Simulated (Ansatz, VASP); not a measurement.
# One calculation of Ta4C3, two programs

Contents of INCAR:

```
SYSTEM = Ta4C3
PREC = Accurate ; ENCUT = 520
EDIFF = 1E-7 ; ISMEAR = 0
SIGMA = 0.1 ; LREAL = .False.
LASPH = .True. ; NELM = 60
ALGO = Normal ; ISIF = 2
LWAVE = .False. ; LCHARG = .False.
GGA = PS ; NBANDS = 37
```

File KPOINTS:

```
Automatic mesh
0
Gamma
  8 8 8
  0 0 0
```

The input POSCAR:

```
Ta4C3
1.0
    4.3581284357      0.0000000000      0.0000000000
    0.0000000000      4.3581284357      0.0000000000
    0.0000000000      0.0000000000      4.3581284357
Ta C
4 3
Direct
    0.0000000000      0.5000000000      0.5000000000
    0.5000000000      0.0000000000      0.5000000000
    0.5000000000      0.5000000000      0.0000000000
    0.0000000000      0.0000000000      0.0000000000
    0.5000000000      0.0000000000      0.0000000000
    0.0000000000      0.5000000000      0.0000000000
    0.0000000000      0.0000000000      0.5000000000
```

Input for Ansatz:

```yaml
crystal:
  lattice:
    - [4.3581284357, 0.0, 0.0]
    - [0.0, 4.3581284357, 0.0]
    - [0.0, 0.0, 4.3581284357]
  atoms:
    - { symbol: Ta, position: [0.0, 0.5, 0.5] }
    - { symbol: Ta, position: [0.5, 0.0, 0.5] }
    - { symbol: Ta, position: [0.5, 0.5, 0.0] }
    - { symbol: Ta, position: [0.0, 0.0, 0.0] }
    - { symbol: C, position: [0.5, 0.0, 0.0] }
    - { symbol: C, position: [0.0, 0.5, 0.0] }
    - { symbol: C, position: [0.0, 0.0, 0.5] }
basis:
  ecutwfc: 420
kpoints:
  mp_grid: { grid: [8, 8, 8] }
hamiltonian:
  xc: pbesol
scf:
  occupations: { method: gaussian, width: 0.1 }
output:
  forces: true
  stress: true
  eigenvalues: true
```

Alike in both runs: task single point; functional PBEsol; k mesh 8 × 8 × 8; occupations gaussian, width 0.1 eV; no spin polarisation.

|  | VASP | Ansatz |
| --- | --- | --- |
| version | VASP 6.6.1 | Ansatz 0.2.0 |
| potentials or method | VASP PAW PBE potentials, release 64 (Ta_pv, C), cutoff 520 eV | scalar-relativistic, plane waves, PAW |
| valence electrons in the cell | 56 | 64 |

VASP gave:

- gap on the k mesh at the Fermi level (eV): none
- pressure (GPa): 10.9

Which values does Ansatz return?

gap on the k mesh at the Fermi level (eV): none; pressure (GPa): 10.1.

VASP's potentials were made for PBE, not for PBEsol. A gap of «none» marks a metal or a gap that the smearing closes. The functional is the same, so the differences come from potentials, cutoffs and numerics. VASP's potentials hold 56 valence electrons a cell and Ansatz's 64, so a difference there can come from the potentials and not from the codes.

Spin-orbit coupling is off throughout.
